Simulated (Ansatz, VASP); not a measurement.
# Nb: VASP beside Ansatz

The input INCAR:

```
PREC     = Accurate       # precision mode
ENCUT    = 520            # plane-wave cutoff, eV
EDIFF    = 1E-6           # SCF threshold, eV
ISMEAR   = -1             # smearing method
SIGMA    = 0.08           # smearing width, eV
LREAL    = F              # projectors in reciprocal space
LASPH    = T              # aspherical terms in the spheres
NELM     = 100            # most SCF steps
ALGO     = Normal         # electronic algorithm
ISIF     = 2              # what is computed and relaxed
LWAVE    = F              # write WAVECAR
LCHARG   = F              # write CHGCAR
GGA      = PE             # functional
NBANDS   = 20             # bands
```

File KPOINTS:

```
regular mesh
0
Gamma
  13 13 13
```

Contents of POSCAR:

```
Nb
1.0
    0.0000000000      2.8533871317      2.8533871317
    2.8533871317      0.0000000000      2.8533871317
    2.8533871317      2.8533871317      0.0000000000
Nb
2
Direct
   -0.1250000000     -0.1250000000     -0.1250000000
    0.1250000000      0.1250000000      0.1250000000
```

Input for Ansatz:

```yaml
crystal:
  lattice:
    - [0.0, 2.8533871317, 2.8533871317]
    - [2.8533871317, 0.0, 2.8533871317]
    - [2.8533871317, 2.8533871317, 0.0]
  atoms:
    - { symbol: Nb, position: [-0.125, -0.125, -0.125] }
    - { symbol: Nb, position: [0.125, 0.125, 0.125] }
kpoints:
  mp_grid: { grid: [13, 13, 13] }
scf:
  occupations: { method: fermi_dirac, width: 0.08 }
hamiltonian:
  xc: pbe
  pseudopotentials: { kind: all_electron, lapw: { basis_error: 0.001 } }
output:
  forces: true
  stress: true
  eigenvalues: true
  populations: true
```

Change from the starting cell: volume scaled by 0.9, LAPW.

Alike in both runs: task single point; functional PBE; k mesh 13 × 13 × 13; occupations fermi-dirac, width 0.08 eV; no spin polarisation.

```csv
,VASP,Ansatz
version,VASP 6.6.1,Ansatz 0.2.0
potentials or method,"VASP PAW PBE potentials, release 64 (Nb_sv), cutoff 520 eV","all-electron LAPW, scalar-relativistic"
```

|  | VASP | Ansatz | Ansatz less VASP |
| --- | --- | --- | --- |
| pressure (GPa) | 8.7 | 8.7 | -0.01 |

Ansatz ran all-electron here, and VASP with PAW potentials.
